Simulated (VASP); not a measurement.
Write the native input for VASP 6.6.1 that does the following.

| Quantity | Value |
| --- | --- |
| Task | single point |
| Functional | PBE |
| Potentials or basis | VASP PAW PBE potentials, release 64 (Li_sv, H) |
| Cutoff | 520 eV |
| k mesh | 6 × 6 × 4 |
| Occupations | gaussian, width 0.1 eV |
| Spin | no spin polarisation |
| Dipole correction | no |
| Further INCAR settings | ALGO = Normal; EDIFF = 1e-06; NBANDS = 16 |

The structure of Li2H7 lies in POSCAR:

```
Li2H7
1.0
    2.1963198053     -2.4852048935     -0.0906824491
    2.1963198053      2.4852048935     -0.0906824491
   -1.8716039537      0.0000000000      5.4820139027
Li H
2 7
Direct
    0.8927873244      0.8927873244      0.2901588007
    0.1072126756      0.1072126756      0.7098411993
    0.0000000000      0.5000000000      0.5000000000
    0.5000000000      0.0000000000      0.5000000000
    0.3635130061      0.1973271757      0.0640318171
    0.6364869939      0.8026728243      0.9359681829
    0.8026728243      0.6364869939      0.9359681829
    0.1973271757      0.3635130061      0.0640318171
    0.5000000000      0.5000000000      0.5000000000
```

The cell was generated, and may not be a known phase.

The input as run:

INCAR

```
SYSTEM = Li2H7
PREC = Accurate ; ENCUT = 520
EDIFF = 1E-6 ; ISMEAR = 0
SIGMA = 0.1 ; LREAL = .FALSE.
LASPH = .TRUE. ; NELM = 60
ALGO = Normal ; ISIF = 2
LWAVE = .FALSE. ; LCHARG = .TRUE.
GGA = PE ; LELF = .TRUE.
LVHAR = .TRUE. ; NBANDS = 16
```

KPOINTS

```
Automatic mesh
0
G
  6 6 4
  0 0 0
```

Potentials or basis: VASP PAW PBE potentials, release 64 (Li_sv, H).

The run is started by

```sh
$ cat potpaw_PBE.64/Li_sv/POTCAR potpaw_PBE.64/H/POTCAR > POTCAR
$ mpirun -np 1 vasp_std > vasp.out
```

It gave:

* Largest force: 0.011 eV/Å
* Band gap on the k mesh: zero (an odd number of electrons rules out a gap without spin polarisation)

Caveat: an odd number of electrons without spin polarisation forces a metal; a magnetic or distorted state may lie lower.

Run time: 25 s on 1 thread of AMD EPYC 9R45 96-Core Processor (Zen 5), on a shared host, peak memory 0.16 GiB.
